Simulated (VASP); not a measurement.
# LiF (Griceite) (I4/mmm) in VASP: further runs, part 2 of 2

VASP 6.6.1. The steps go on from the part before.

**3. Single point, r2SCAN (biaxial xy strain +5.2%)**

The input, POSCAR:

```
LiF
1.0
    0.0000000000      2.0984028919      1.9948691814
    2.0984028919      0.0000000000      1.9948691814
    2.0984028919      2.0984028919      0.0000000000
Li F
1 1
Direct
    0.0000000000      0.0000000000      0.0000000000
    0.5000000000      0.5000000000      0.5000000000
```

The input, INCAR.step1:

```
PREC = Accurate
ENCUT = 520
ISMEAR = 0
SIGMA = 0.01
LREAL = F
LASPH = T
NELM = 60
NBANDS = 12
GGA = PE
ALGO = Normal
EDIFF = 1E-4
LWAVE = T
LCHARG = F
```

The input, INCAR.step2:

```
PREC = Accurate
ENCUT = 520
EDIFF = 1E-6
ISMEAR = 0
SIGMA = 0.01
LREAL = F
LASPH = T
NELM = 60
ALGO = Normal
ISIF = 2
LWAVE = F
LCHARG = F
METAGGA = R2SCAN
LMIXTAU = T
NBANDS = 12
ISTART = 1
```

The input, KPOINTS:

```
regular mesh
0
Gamma
  10 10 10
```

Potentials or basis: VASP PAW PBE potentials, release 64 (Li_sv, F).

On the command line:

```console
cat potpaw_PBE.64/Li_sv/POTCAR potpaw_PBE.64/F/POTCAR > POTCAR
cp INCAR.step1 INCAR
mpirun -np 1 vasp_std > vasp.out
cp INCAR.step2 INCAR
mpirun -np 1 vasp_std > vasp.out
```

OUTCAR:

```text
PREC = Accurate
   ENCUT = 520
   EDIFF = 1E-6
   ISMEAR = 0
   LREAL = F
   LASPH = T
   NELM = 60
   ISIF = 2
   METAGGA = R2SCAN
   ISTART = 1

 ion  position               nearest neighbor table
   1  0.000  0.000  0.000-   2 1.99   2 1.99   2 2.10   2 2.10   2 2.10   2 2.10
   2  0.500  0.500  0.500-   1 1.99   1 1.99   1 2.10   1 2.10   1 2.10   1 2.10

  LATTYP: Found a body centered tetragonal cell.
 ALAT       =     2.9675898290
 C/A-ratio  =     1.3444372682

  Lattice vectors:

 A1 = (   0.0000000000,  -2.0984028919,  -1.9948691814)
 A2 = (   0.0000000000,   2.0984028919,  -1.9948691814)
 A3 = (   2.0984028919,   0.0000000000,   1.9948691814)

Analysis of symmetry for initial positions (statically):
=====================================================================
 Subroutine PRICEL returns:
 Original cell was already a primitive cell.

 Routine SETGRP: Setting up the symmetry group for a
 body centered tetragonal supercell.

 Subroutine GETGRP returns: Found 16 space group operations
 (whereof 16 operations were pure point group operations)
 out of a pool of 16 trial point group operations.

The static configuration has the point symmetry D_4h.

Analysis of symmetry for dynamics (positions and initial velocities):
=====================================================================
 Subroutine PRICEL returns:
 Original cell was already a primitive cell.

 Routine SETGRP: Setting up the symmetry group for a
 body centered tetragonal supercell.

 Subroutine GETGRP returns: Found 16 space group operations
 (whereof 16 operations were pure point group operations)
 out of a pool of 16 trial point group operations.

The dynamic configuration has the point symmetry D_4h.

 Subroutine INISYM returns: Found 16 space group operations
 (whereof 16 operations are pure point group operations),
 and found     1 'primitive' translations

----------------------------------------------------------------------------------------

[... 116 lines left out ...]
   LORBIT       =      0    0 simple, 1 ext, 2 COOP (PROOUT), +10 PAW based schemes
   METAGGA = R2SCAN    functional components
   LHFCALC =     F    Hartree Fock is set to
   AEXX    =    0.0000 exact exchange contribution
   IVDW    =     0    specifies the selected vdW correction
   LEPSILON=     F    determine dielectric tensor
   LRPA    =     F    only Hartree local field effects (RPA)
 non-spin polarized calculation
 Gauss-broadening in eV      SIGMA  =   0.01
  energy-cutoff  :      520.00
  volume of cell :       17.57
 maximum number of plane-waves:       499
 NGX is ok and might be reduce to    24
   NGX = 11   NGY = 11   NGZ = 11

 number of electron      10.0000011 magnetization

 Free energy of the ion-electron system (eV)
  ---------------------------------------------------
  ext. energy  EPLUGINS =         0.00000000
  ---------------------------------------------------
  free energy    TOTEN  =       -11.85795491 eV

  energy without entropy =      -11.85795491  energy(sigma->0) =      -11.85795491

 E-fermi :  -1.9500     XC(G=0): -10.1598

 val. band max:       -2.0190938774   @ k =   0.0000   0.0000   0.0000
 cond. band min:       7.5227056316   @ k =   0.0000   0.0000   0.0000
 fundamental gap:      9.5417995090
 Fermi energy:        -1.9500131206

 k-point     1 :       0.0000    0.0000    0.0000
  band No.  band energies     occupation
      1     -44.2725      2.00000
      2     -22.9673      2.00000
      3      -2.1472      2.00000
      4      -2.0191      2.00000
      5      -2.0191      2.00000
      6       7.5227      0.00000
      7      22.5772      0.00000
      8      22.5781      0.00000
      9      22.6062      0.00000
     10      22.6063      0.00000
     11      22.9890      0.00000
     12      23.8471      0.00000
[... 331 lines left out ...]
 k-point    24 :       0.4000    0.3000    0.0000
  band No.  band energies     occupation
      1     -44.2257      2.00000
      2     -22.5115      2.00000
      3      -4.1201      2.00000
      4      -2.8904      2.00000
      5      -2.8090      2.00000
      6      11.8142      0.00000
      7      14.9966      0.00000
      8      17.6304      0.00000
      9      18.4110      0.00000
     10      19.3931      0.00000
     11      32.3284      0.00000
     12      32.5864      0.00000

 [... further k-points ...]
[... 5 lines left out ...]
  --------------------------------------------------------------------------------------
  -------------------------------------------------------------------------------------
  Total       -0.8580951     -0.8580951     -0.5574258      0.0000000      0.0000000     -0.0000000
  in kB      -78.2571150    -78.2571150    -50.8364767      0.0000000      0.0000000     -0.0000000
  external PRESSURE =     -69.1169022 kB  Pullay stress =       0.0000000 kB

 VOLUME and BASIS-vectors are now :
 -----------------------------------------------------------------------------
  energy-cutoff  :      520.00
  volume of cell :       17.57
      direct lattice vectors                 reciprocal lattice vectors
     0.000000000  2.098402892  1.994869181    -0.238276454  0.238276454  0.250643002
     2.098402892  0.000000000  1.994869181     0.238276454 -0.238276454  0.250643002
     2.098402892  2.098402892  0.000000000     0.238276454  0.238276454 -0.250643002

 POSITION                                       TOTAL-FORCE (eV/Angst)
 -----------------------------------------------------------------------------------
      0.00000      0.00000      0.00000        -0.000000     -0.000000     -0.000000
      2.09840      2.09840      1.99487         0.000000      0.000000      0.000000
 -----------------------------------------------------------------------------------
    total drift:                               -0.000000     -0.000000      0.000000

  FREE ENERGIE OF THE ION-ELECTRON SYSTEM (eV)
  ---------------------------------------------------
  free  energy   TOTEN  =       -11.8579549113 eV

  energy  without entropy=      -11.8579549113  energy(sigma->0) =      -11.85795491
```

OUTCAR.step1:

```text
PREC = Accurate
   ENCUT = 520
   ISMEAR = 0
   LREAL = F
   LASPH = T
[... 582 lines left out ...]
 -----------------------------------------------------------------------------------
      0.00000      0.00000      0.00000        -0.000000      0.000000      0.000000
      2.09840      2.09840      1.99487         0.000000     -0.000000      0.000000
 -----------------------------------------------------------------------------------
    total drift:                               -0.000000     -0.000000      0.000000

  FREE ENERGIE OF THE ION-ELECTRON SYSTEM (eV)
  ---------------------------------------------------
  free  energy   TOTEN  =        -9.6299792933 eV

  energy  without entropy=       -9.6299792933  energy(sigma->0) =       -9.62997929
```

OSZICAR.step1:

```text
N       E                     dE             d eps       ncg     rms          rms(c)
DAV:   1     0.318384022945E+02    0.31838E+02   -0.53460E+03  2564   0.842E+02
DAV:   2    -0.901991141543E+01   -0.40858E+02   -0.39547E+02  2896   0.184E+02
DAV:   3    -0.101384783156E+02   -0.11186E+01   -0.11159E+01  3300   0.271E+01
DAV:   4    -0.101493499399E+02   -0.10872E-01   -0.10871E-01  2804   0.282E+00
DAV:   5    -0.101494977769E+02   -0.14784E-03   -0.14784E-03  3204   0.251E-01    0.457E+00
DAV:   6    -0.961822979201E+01    0.53127E+00   -0.26578E+00  2796   0.989E+00    0.145E+00
DAV:   7    -0.962254119510E+01   -0.43114E-02   -0.17951E-02  3124   0.117E+00    0.880E-01
DAV:   8    -0.962986515079E+01   -0.73240E-02   -0.16699E-02  3100   0.134E+00    0.120E-01
DAV:   9    -0.962988296193E+01   -0.17811E-04   -0.10370E-03  2856   0.286E-01    0.460E-02
DAV:  10    -0.962997929326E+01   -0.96331E-04   -0.16419E-04  2768   0.967E-02
   1 F= -.96299793E+01 E0= -.96299793E+01  d E =-.346698E-21
```

It took 55 s on 1 thread of AMD EPYC 9R45 (Zen 5), shared host; peak memory 0.11 GiB.

Results:

```yaml
Free_energy: -11.8580 eV
Band_gap_on_the_k_mesh: 9.54 eV, direct
```

Levels at points of the mesh, in eV from the valence-band top:
```
           k point  band 1  band 2  band 3  band 4  band 5  band 6  band 7  band 8  band 9  band 10
(0.00, 0.00, 0.00)  -42.25  -20.95   -0.13    0.00    0.00    9.54   24.60   24.60   24.63    24.63
(0.50, 0.00, 0.00)  -42.21  -20.59   -2.31   -0.30   -0.21   11.39   17.19   19.33   20.29    30.62
(0.50, 0.50, 0.00)  -42.20  -20.34   -2.72   -1.03   -1.03   15.95   16.59   18.23   20.51    20.51
(0.50, 0.00, 0.50)  -42.20  -20.39   -2.75   -1.05   -0.75   15.01   17.30   18.10   20.85    21.65
```

Caveat: the cell differs from its parent crystal (biaxial xy strain +5.2%); the cutoff is under 1.25 times the usual one of these potentials, so pressure, stress and relaxed cells hold a basis-set (Pulay) error; the PAW data sets were made with another functional, which shifts forces and pressure a little.
